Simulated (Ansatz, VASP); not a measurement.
**One calculation of In2GaAs3, two programs**

```
CELL_PARAMETERS angstrom
-2.66211 2.66211 4.49925
2.66211 -2.66211 4.49925
2.66211 2.66211 -4.49925
ATOMIC_POSITIONS crystal
In 0.28461 0.28461 0.00000
In 0.71539 0.71539 0.00000
Ga 0.00000 0.00000 0.00000
As 0.25000 0.75000 0.50000
As 0.51630 0.01630 0.50000
As 0.98370 0.48370 0.50000
```

Alike in both runs: functional PBEsol; k mesh 1 × 1 × 1; occupations gaussian, width 0.1 eV; no spin polarisation.

Ansatz relaxed the structure, and its values are those at the end. VASP's run is a single point on that final structure, the one shown.

|  | VASP | Ansatz |
| --- | --- | --- |
| version | VASP 6.6.1 | Ansatz 0.2.0 |
| potentials or method | VASP PAW PBE potentials, release 64 (In_d, Ga_d, As), cutoff 520 eV | scalar-relativistic, plane waves, PAW |
| valence electrons in the cell | 54 | 84 |

```tsv
	VASP	Ansatz	Ansatz less VASP
pressure (GPa)	0.2	0.0	-0.17
rms of the force components (eV/Å)	0.012	0.001	-0.0110
```

VASP's potentials were made for PBE, not for PBEsol. With one functional, cell and mesh, what is left measures potentials, basis and numerics. VASP's potentials hold 54 valence electrons a cell and Ansatz's 84, so a difference there can come from the potentials and not from the codes.

The k mesh is coarse, so the values compare programs but aren't converged.
